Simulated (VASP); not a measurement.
A run of VASP 6.6.1 is set up as follows.

File POSCAR:

```
Sb
1.0
    3.3180000000      0.0000000000      0.0000000000
    0.0000000000      3.3180000000      0.0000000000
    0.0000000000      0.0000000000      3.0810000000
Sb
1
Direct
    0.0000000000      0.0000000000      0.0000000000
```

File INCAR.step1:

```
PREC = Accurate
ENCUT = 520
ISMEAR = 0
SIGMA = 0.15
LREAL = F
LASPH = T
NELM = 60
NBANDS = 8
GGA = PE
ALGO = Normal
EDIFF = 1E-4
LWAVE = T
LCHARG = F
```

INCAR.step2

```
PREC = Accurate
ENCUT = 520
EDIFF = 1E-7
ISMEAR = 0
SIGMA = 0.15
LREAL = F
LASPH = T
NELM = 60
ALGO = Normal
ISIF = 2
LWAVE = F
LCHARG = F
METAGGA = R2SCAN
LMIXTAU = T
NBANDS = 8
ISTART = 1
```

File KPOINTS:

```
regular mesh
0
Gamma
  16 16 16
```

Potentials or basis: VASP PAW PBE potentials, release 64 (Sb).

Command:

```console
$ cat potpaw_PBE.64/Sb/POTCAR > POTCAR
$ cp INCAR.step1 INCAR
$ mpirun -np 1 vasp_std > vasp.out
$ cp INCAR.step2 INCAR
$ mpirun -np 1 vasp_std > vasp.out
```

(1) Estimate the band gap on the k mesh.

(2) Predict the pressure.

## Answers

(1) zero (an odd number of electrons rules out a gap without spin polarisation).

(2) -5.9 GPa.

Caveat: the cell differs from its parent crystal (strain +0.050 along x and y, -0.025 along z); the cell stands under tension; the PAW data sets were made with another functional, which shifts forces and pressure a little; spin-orbit coupling is left out, which moves the levels of the heavy elements.
